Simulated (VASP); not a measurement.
A run of VASP 6.6.1 is set up as follows.

The input INCAR:

```
SYSTEM = Ti
ALGO = Fast
EDIFF = 1E-6
ENCUT = 520
GGA = PS
ISIF = 2
ISMEAR = 0
LASPH = .True.
LCHARG = .False.
LREAL = .False.
LWAVE = .False.
NBANDS = 12
NELM = 60
PREC = Accurate
SIGMA = 0.15
```

The input KPOINTS:

```
k-points
0
Gamma
  22 22 22
  0 0 0
```

POSCAR

```
Ti
1.0
   -1.4335455426      1.4335455426      2.1503183139
    1.4335455426     -1.4335455426      2.1503183139
    1.4335455426      1.4335455426     -2.1503183139
Ti
1
Direct
    0.0000000000      0.0000000000      0.0000000000
```

Potentials or basis: VASP PAW PBE potentials, release 64 (Ti_sv).

Command:

```sh
$ cat potpaw_PBE.64/Ti_sv/POTCAR > POTCAR
$ mpirun -np 1 vasp_std > vasp.out
```

Question: Predict the band gap on the k mesh.

Answer: Zero (band 6 reaches 8.65 eV, above the bottom of band 7 at 7.45 eV).

Question: What does it give for the pressure?

Answer: -6.0 GPa.

Stress tensor (GPa, compression positive):
```
-5.40  0.00  0.00
 0.00 -5.40  0.00
 0.00  0.00 -7.32
```

Caveat: the PAW data sets were made with another functional, which shifts forces and pressure a little.
